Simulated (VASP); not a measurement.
# AlN (I4/mmm) in VASP: notebook

AlN is run at these levels: r2SCAN; tasks: single point.

All numbers are computed with VASP 6.6.1; they aren't measurements. Logs are shortened: lines on timing, memory, paths and dates and some standing lists are left out, and cuts for length are marked.

**1. The cell of the first run**

Symmetry: I4/mmm, No. 139, tetragonal system. The conventional cell has a = 2.958 Å, b = 2.958 Å, c = 3.849 Å, α = 90.00°, β = 90.00°, γ = 90.00°. Al (site symmetry 4/mmm) has 6 N at 1.92 to 2.09 Å within 2.6 Å. N (site symmetry 4/mmm) has 6 Al at 1.92 to 2.09 Å within 2.6 Å.

**2. Single point, r2SCAN**

POSCAR reads:

```
AlN
1.0
    0.0000000000      2.0918582911      1.9245096279
    2.0918582911      0.0000000000      1.9245096279
    2.0918582911      2.0918582911      0.0000000000
Al N
1 1
Direct
    0.5000000000      0.5000000000      0.5000000000
    0.0000000000      0.0000000000      0.0000000000
```

INCAR.step1 reads:

```
ALGO = Normal
EDIFF = 1E-4
ENCUT = 520
GGA = PE
ISMEAR = 0
LASPH = T
LCHARG = F
LREAL = F
LWAVE = T
NBANDS = 11
NELM = 60
PREC = Accurate
SIGMA = 0.05
```

INCAR.step2 reads:

```
ALGO = Normal
EDIFF = 1E-6
ENCUT = 520
ISIF = 2
ISMEAR = 0
ISTART = 1
LASPH = T
LCHARG = F
LMIXTAU = T
LREAL = F
LWAVE = F
METAGGA = R2SCAN
NBANDS = 11
NELM = 60
PREC = Accurate
SIGMA = 0.05
```

KPOINTS reads:

```
k-points
0
Gamma
  10 10 10
```

Potentials or basis: VASP PAW PBE potentials, release 64 (Al, N).

On the command line:

```
$ cat potpaw_PBE.64/Al/POTCAR potpaw_PBE.64/N/POTCAR > POTCAR
$ cp INCAR.step1 INCAR
$ mpirun -np 1 vasp_std > vasp.out
$ cp INCAR.step2 INCAR
$ mpirun -np 1 vasp_std > vasp.out
```

OUTCAR:

```text
EDIFF = 1E-6
   ENCUT = 520
   ISIF = 2
   ISMEAR = 0
   ISTART = 1
   LASPH = T
   LREAL = F
   METAGGA = R2SCAN
   NELM = 60
   PREC = Accurate

 ion  position               nearest neighbor table
   1  0.500  0.500  0.500-   2 1.92   2 1.92   2 2.09   2 2.09   2 2.09   2 2.09
   2  0.000  0.000  0.000-   1 1.92   1 1.92   1 2.09   1 2.09   1 2.09   1 2.09

  LATTYP: Found a body centered tetragonal cell.
 ALAT       =     2.9583343658
 C/A-ratio  =     1.3010764774

  Lattice vectors:

 A1 = (   0.0000000000,  -2.0918582911,  -1.9245096279)
 A2 = (   0.0000000000,   2.0918582911,  -1.9245096279)
 A3 = (   2.0918582911,   0.0000000000,   1.9245096279)

Analysis of symmetry for initial positions (statically):
=====================================================================
 Subroutine PRICEL returns:
 Original cell was already a primitive cell.

 Routine SETGRP: Setting up the symmetry group for a
 body centered tetragonal supercell.

 Subroutine GETGRP returns: Found 16 space group operations
 (whereof 16 operations were pure point group operations)
 out of a pool of 16 trial point group operations.

The static configuration has the point symmetry D_4h.

Analysis of symmetry for dynamics (positions and initial velocities):
=====================================================================
 Subroutine PRICEL returns:
 Original cell was already a primitive cell.

 Routine SETGRP: Setting up the symmetry group for a
 body centered tetragonal supercell.

 Subroutine GETGRP returns: Found 16 space group operations
 (whereof 16 operations were pure point group operations)
 out of a pool of 16 trial point group operations.

The dynamic configuration has the point symmetry D_4h.

 Subroutine INISYM returns: Found 16 space group operations
 (whereof 16 operations are pure point group operations),
 and found     1 'primitive' translations

----------------------------------------------------------------------------------------

                                     Primitive cell

  volume of cell :      16.8428

  direct lattice vectors                    reciprocal lattice vectors
     0.000000000  2.091858291  1.924509628    -0.239021927  0.239021927  0.259806443
     2.091858291  0.000000000  1.924509628     0.239021927 -0.239021927  0.259806443
     2.091858291  2.091858291  0.000000000     0.239021927  0.239021927 -0.259806443

  length of vectors
     2.842465201  2.842465201  2.958334366     0.426335960  0.426335960  0.426335960

  position of ions in fractional coordinates (direct lattice)
     0.500000000  0.500000000  0.500000000
[... 88 lines left out ...]
   PSTRESS=    0.0 pullay stress
   NELECT =       8.0000    total number of electrons
   NUPDOWN=      -1.0000    fix difference up-down
   EMIN   =  10.00;   EMAX   =-10.00  energy-range for DOS
   EFERMI =   0.00;   METHOD = LEGACY
   ISMEAR =     0;   SIGMA  =   0.05  broadening in eV -4-tet -1-fermi 0-gaus
   EFERMI_NEDOS =   21; number of points for ismear=-14 and -15
   IALGO  =     38    algorithm
   IMIX   =      4    mixing-type and parameters
     AMIX     =   0.40;   BMIX     =  1.00
     AMIX_MAG =   1.60;   BMIX_MAG =  1.00
  volume/ion in A,a.u.               =       8.42        56.83
  Fermi-wavevector in a.u.,A,eV,Ry     =   1.277321  2.413786 22.198561  1.631548
  Thomas-Fermi vector in A             =   2.409927
   LORBIT       =      0    0 simple, 1 ext, 2 COOP (PROOUT), +10 PAW based schemes
   METAGGA = R2SCAN    functional components
   LHFCALC =     F    Hartree Fock is set to
   AEXX    =    0.0000 exact exchange contribution
   IVDW    =     0    specifies the selected vdW correction
   LEPSILON=     F    determine dielectric tensor
   LRPA    =     F    only Hartree local field effects (RPA)
 non-spin polarized calculation
 Gauss-broadening in eV      SIGMA  =   0.05
  energy-cutoff  :      520.00
  volume of cell :       16.84
 maximum number of plane-waves:       471
 NGX is ok and might be reduce to    24
   NGX = 11   NGY = 11   NGZ = 11

 number of electron       8.0000000 magnetization

 Free energy of the ion-electron system (eV)
  ---------------------------------------------------
  ext. energy  EPLUGINS =         0.00000000
  ---------------------------------------------------
  free energy    TOTEN  =       -18.81949046 eV

  energy without entropy =      -18.81949046  energy(sigma->0) =      -18.81949046

 E-fermi :   9.9190     XC(G=0): -12.7729

 val. band max:        9.7245518909   @ k =   0.0000   0.0000   0.0000
 cond. band min:      14.4715786503   @ k =   0.5000   0.5000   0.0000
 fundamental gap:      4.7470267594
 Fermi energy:         9.9189860185

 k-point     1 :       0.0000    0.0000    0.0000
  band No.  band energies     occupation
      1      -8.7226      2.00000
      2       9.0490      2.00000
      3       9.7246      2.00000
      4       9.7246      2.00000
      5      15.6323      0.00000
      6      22.0722      0.00000
      7      22.0722      0.00000
      8      23.2238      0.00000
      9      26.5842      0.00000
     10      28.2046      0.00000
     11      28.3999      0.00000
[... 309 lines left out ...]
 k-point    24 :       0.4000    0.3000    0.0000
  band No.  band energies     occupation
      1      -5.4756      2.00000
      2       3.5387      2.00000
      3       6.5420      2.00000
      4       6.8668      2.00000
      5      16.1716      0.00000
      6      16.8248      0.00000
      7      23.2093      0.00000
      8      25.4167      0.00000
      9      26.4488      0.00000
     10      31.6810      0.00000
     11      35.9678      0.00000

 [... further k-points ...]

------------------------ aborting loop because EDIFF is reached ----------------------------------------

  FORCE on cell =-STRESS in cart. coord.  units (eV):
  Direction    XX          YY          ZZ          XY          YZ          ZX
  --------------------------------------------------------------------------------------
  -------------------------------------------------------------------------------------
  Total       -1.2282100     -1.2282100      1.3955592      0.0000000      0.0000000      0.0000000
  in kB     -116.8338291   -116.8338291    132.7529728      0.0000000      0.0000000      0.0000000
  external PRESSURE =     -33.6382285 kB  Pullay stress =       0.0000000 kB

 VOLUME and BASIS-vectors are now :
 -----------------------------------------------------------------------------
  energy-cutoff  :      520.00
  volume of cell :       16.84
      direct lattice vectors                 reciprocal lattice vectors
     0.000000000  2.091858291  1.924509628    -0.239021927  0.239021927  0.259806443
     2.091858291  0.000000000  1.924509628     0.239021927 -0.239021927  0.259806443
     2.091858291  2.091858291  0.000000000     0.239021927  0.239021927 -0.259806443

 POSITION                                       TOTAL-FORCE (eV/Angst)
 -----------------------------------------------------------------------------------
      2.09186      2.09186      1.92451         0.000000      0.000000      0.000000
      0.00000      0.00000      0.00000         0.000000      0.000000      0.000000
 -----------------------------------------------------------------------------------
    total drift:                                0.000000     -0.000000     -0.000000

  FREE ENERGIE OF THE ION-ELECTRON SYSTEM (eV)
  ---------------------------------------------------
  free  energy   TOTEN  =       -18.8194904575 eV

  energy  without entropy=      -18.8194904575  energy(sigma->0) =      -18.81949046
```

OSZICAR.step1:

```text
N       E                     dE             d eps       ncg     rms          rms(c)
DAV:   1     0.698566039747E+01    0.69857E+01   -0.40708E+03  2260   0.675E+02
DAV:   2    -0.156218348601E+02   -0.22607E+02   -0.21647E+02  2756   0.126E+02
DAV:   3    -0.162634578341E+02   -0.64162E+00   -0.64065E+00  2715   0.188E+01
DAV:   4    -0.162655358762E+02   -0.20780E-02   -0.20779E-02  2538   0.116E+00
DAV:   5    -0.162655522470E+02   -0.16371E-04   -0.16371E-04  2667   0.105E-01    0.766E+00
DAV:   6    -0.144985360888E+02    0.17670E+01   -0.77525E+00  2475   0.147E+01    0.268E+00
DAV:   7    -0.144835714629E+02    0.14965E-01   -0.17964E-01  2496   0.315E+00    0.179E+00
DAV:   8    -0.144768787036E+02    0.66928E-02   -0.17033E-02  2373   0.114E+00    0.349E-01
DAV:   9    -0.144764687466E+02    0.40996E-03   -0.16576E-03  2610   0.247E-01    0.151E-01
DAV:  10    -0.144765254948E+02   -0.56748E-04   -0.14628E-04  1516   0.890E-02
   1 F= -.14476525E+02 E0= -.14476525E+02  d E =-.124336E-24
```

Wall time 63 s (1 thread of Intel Xeon 8259CL, shared host); peak memory 0.15 GiB.

What came out:

- Free energy: -18.8195 eV
- Pressure: -3.4 GPa
- Band gap on the k mesh: 4.75 eV (least direct gap 5.91 eV)

Stress tensor (GPa, compression positive):
```
-11.68   0.00   0.00
  0.00 -11.68   0.00
  0.00   0.00  13.28
```

Levels at points of the mesh, in eV from the valence-band top:
| k point | band 1 | band 2 | band 3 | band 4 | band 5 | band 6 | band 7 | band 8 | band 9 |
| --- | --- | --- | --- | --- | --- | --- | --- | --- | --- |
| (0.00, 0.00, 0.00) | -18.45 | -0.68 | 0.00 | 0.00 | 5.91 | 12.35 | 12.35 | 13.50 | 16.86 |
| (0.50, 0.00, 0.00) | -15.28 | -8.52 | -1.51 | -1.23 | 6.39 | 10.63 | 12.92 | 14.01 | 17.12 |
| (0.50, 0.50, 0.00) | -13.95 | -7.36 | -3.47 | -3.47 | 4.75 | 5.29 | 15.61 | 17.64 | 17.64 |
| (0.50, 0.00, 0.50) | -14.58 | -7.74 | -3.37 | -2.28 | 5.41 | 6.15 | 14.53 | 17.11 | 19.91 |

Caveat: the cell stands under tension; the PAW data sets were made with another functional, which shifts forces and pressure a little.

[end of part 1 of 2]
